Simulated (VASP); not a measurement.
Set up this calculation in VASP 6.6.1, as the native input.

| Item | Value |
| --- | --- |
| Task | single point |
| Functional | PBE |
| Potentials or basis | VASP PAW PBE potentials, release 64 (W_sv, O) |
| Cutoff | 520 eV |
| k mesh | 10 × 10 × 10 |
| Occupations | gaussian, width 0.02 eV |
| Spin | collinear spin, ferromagnetic start |
| Starting moments | [1.0, 0.0] μB |
| Hubbard terms | W d U = 6.2 eV |
| Dipole correction | no |
| Further INCAR settings | ALGO = Normal; EDIFF = 1e-06; NBANDS = 21 |

The structure of WO lies in POSCAR:

```
WO
1.0
    0.0000000000      2.3467421455      2.3467421455
    2.3467421455      0.0000000000      2.3467421455
    2.3467421455      2.3467421455      0.0000000000
W O
1 1
Direct
    0.0000000000      0.0000000000      0.0000000000
    0.2500000000      0.2500000000      0.2500000000
```

These files were run (other wordings do the same):

INCAR

```
SYSTEM = WO
ALGO = Normal
EDIFF = 1E-6
ENCUT = 520
GGA = PE
ISIF = 2
ISMEAR = 0
ISPIN = 2
LASPH = .True.
LCHARG = .False.
LDAU = .True.
LDAUJ = 0 0
LDAUL = 2 -1
LDAUPRINT = 1
LDAUTYPE = 2
LDAUU = 6.2 0
LMAXMIX = 4
LORBIT = 11
LREAL = .False.
LWAVE = .False.
MAGMOM = 1 0
NBANDS = 21
NELM = 150
PREC = Accurate
SIGMA = 0.02
```

KPOINTS

```
k-points
0
Gamma
  10 10 10
  0 0 0
```

Potentials or basis: VASP PAW PBE potentials, release 64 (W_sv, O).

Command:

```console
$ cat potpaw_PBE.64/W_sv/POTCAR potpaw_PBE.64/O/POTCAR > POTCAR
$ mpirun -np 1 vasp_std > vasp.out
```

It gave:

```
Pressure                                              : 27.3 GPa
Band gap on the k mesh                                : 0.46 eV, indirect (least direct gap 1.08 eV)
Net moment                                            : 2.00 μB per cell
Site moments                                          : W +1.70; O +0.05 μB
Valence electrons inside the program's atomic spheres : W 11.77; O 5.16
```

Caveat: spin-orbit coupling is left out, which moves the levels of the heavy elements.

It took 44 s on 1 thread of AMD EPYC 9R45 96-Core Processor (Zen 5), on a shared host, peak memory 0.17 GiB.
